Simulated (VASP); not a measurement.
The system is ClO.

```
Cl O
1.0
     3.18522    0.00000    0.00000
     0.00000    3.18522    0.00000
     0.00000    0.00000    3.18522
Cl O
1 1
Direct
  0.00000 0.00000 0.00000
  0.50000 0.50000 0.50000
```

* Program: VASP 6.6.1
* Task: relaxation of cell and atoms
* Functional: PBEsol
* Dispersion: D3(BJ)
* Potentials or basis: VASP PAW PBE potentials, release 64 (Cl, O)
* Cutoff: 600 eV
* k mesh: 9 × 9 × 9
* Occupations: gaussian, width 0.1 eV
* Spin: no spin polarisation

At the start: pressure -14.8 GPa; volume 16.16 Å³/atom.

Problem. Where does the relaxation end?

Solution. Over 4 steps the energy falls by 296.0 meV/atom and the volume is 11.50 Å³/atom (-28.8 %); space group Pm-3m (No. 221, to 0.05 Å).

Step by step:
```csv
step,energy change (eV),largest force (eV/Å),pressure (GPa),volume (Å³)
1,0.0000,0.0000,-14.80,32.32
2,-0.5122,0.0000,-8.38,25.83
3,-0.5903,0.0000,-1.57,23.47
4,-0.5921,0.0000,0.32,23.01
```

Final structure:
```
CELL_PARAMETERS angstrom
2.84425 0.00000 0.00000
0.00000 2.84425 0.00000
0.00000 0.00000 2.84425
ATOMIC_POSITIONS crystal
Cl 0.00000 0.00000 0.00000
O 0.50000 0.50000 0.50000
```

Caveat: the volume moved by over 15 % at a fixed basis, so the end points are rough; the PAW data sets were made with another functional, which shifts forces and pressure a little; an odd number of electrons without spin polarisation forces a metal; a magnetic or distorted state may lie lower; pairwise dispersion overbinds metals, which lowers pressure and volume.
